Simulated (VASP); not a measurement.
A run of VASP 6.6.1:

Contents of INCAR:

```
SYSTEM = Dy3Hf
PREC = Accurate
ENCUT = 500
EDIFF = 1E-6
ISMEAR = 0
SIGMA = 0.1
LREAL = .False.
LASPH = .True.
NELM = 200
ALGO = Normal
ISIF = 2
LWAVE = .False.
LCHARG = .False.
GGA = PE
NBANDS = 26
GGA_COMPAT = .False.
LMAXMIX = 6
```

KPOINTS

```
regular mesh
0
Gamma
  4 4 4
  0 0 0
```

Contents of POSCAR:

```
Dy3Hf
1.0
    0.0000000000      3.5841784000      3.5841784000
    3.5841784000      0.0000000000      3.5841784000
    3.5841784000      3.5841784000      0.0000000000
Dy Hf
3 1
Direct
    0.2500000000      0.2500000000      0.2500000000
    0.7500000000      0.7500000000      0.7500000000
    0.5000000000      0.5000000000      0.5000000000
    0.0000000000      0.0000000000      0.0000000000
```

Potentials or basis: VASP PAW PBE potentials, release 64 (Dy_3, Hf_pv), 4f in core.

The run is started by

```console
$ cat potpaw_PBE.64/Dy_3/POTCAR potpaw_PBE.64/Hf_pv/POTCAR > POTCAR
$ mpirun -np 1 vasp_std > vasp.out
```

Hardware: 1 thread of AMD EPYC 9R45 96-Core Processor (Zen 5), on a shared host.

Estimate the wall time of this run.

Run time: 24 s on 1 thread of AMD EPYC 9R45 96-Core Processor (Zen 5), on a shared host, peak memory 0.2 GiB. Counts: scf iterations 14, k points 8.
